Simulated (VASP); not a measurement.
Wanted: the native input for a VASP 6.6.1 run.

```
Task                   : single point
Functional             : PBEsol
Potentials or basis    : VASP PAW PBE potentials, release 64 (Co, W_sv)
Cutoff                 : 520 eV
k mesh                 : 12 × 12 × 12
Occupations            : gaussian, width 0.15 eV
Spin                   : no spin polarisation
Dipole correction      : no
Further INCAR settings : ALGO = Fast; EDIFF = 1e-06; NBANDS = 34
```

The structure of CoW3 lies in POSCAR:

```
CoW3
1.0
    3.8582449849      0.0000000000      0.0000000000
    0.0000000000      3.8582449849      0.0000000000
    0.0000000000      0.0000000000      3.8582449849
Co W
1 3
Direct
    0.0000000000      0.0000000000     -0.0647963001
    0.0000000000      0.5000000000      0.5000000000
    0.5000000000      0.0000000000      0.5000000000
    0.5000000000      0.5000000000      0.0000000000
```

This cell differs from its parent crystal: all Co atoms moved -0.250 Å, as atom 1 along Cartesian [0 0 1].

These files were run (other wordings do the same):

INCAR

```
SYSTEM = CoW3
PREC = Accurate
ENCUT = 520
EDIFF = 1E-6
ISMEAR = 0
SIGMA = 0.15
LREAL = .False.
LASPH = .True.
NELM = 80
ALGO = Fast
ISIF = 2
LWAVE = .False.
LCHARG = .True.
GGA = PS
LELF = .True.
LVHAR = .True.
NBANDS = 34
```

KPOINTS

```
regular mesh
0
Gamma
  12 12 12
  0 0 0
```

Potentials or basis: VASP PAW PBE potentials, release 64 (Co, W_sv).

Command:

```sh
$ cat potpaw_PBE.64/Co/POTCAR potpaw_PBE.64/W_sv/POTCAR > POTCAR
$ mpirun -np 1 vasp_std > vasp.out
```

It gave:

```json
{
 "Pressure": "3.6 GPa",
 "Largest force": "1.771 eV/Å",
 "Band gap on the k mesh": "zero (an odd number of electrons rules out a gap without spin polarisation)"
}
```

Caveat: the cell differs from its parent crystal (all Co atoms moved -0.250 Å, as atom 1 along Cartesian [0 0 1]); the cell stands under pressure; the PAW data sets were made with another functional, which shifts forces and pressure a little; spin-orbit coupling is left out, which moves the levels of the heavy elements; the run has no spin polarisation, though such a crystal can be magnetic.

Wall time 8.4 min on 1 thread of Intel(R) Xeon(R) Platinum 8259CL CPU @ 2.50GHz (Skylake/Cascade Lake), with other jobs on the host, peak memory 0.41 GiB.
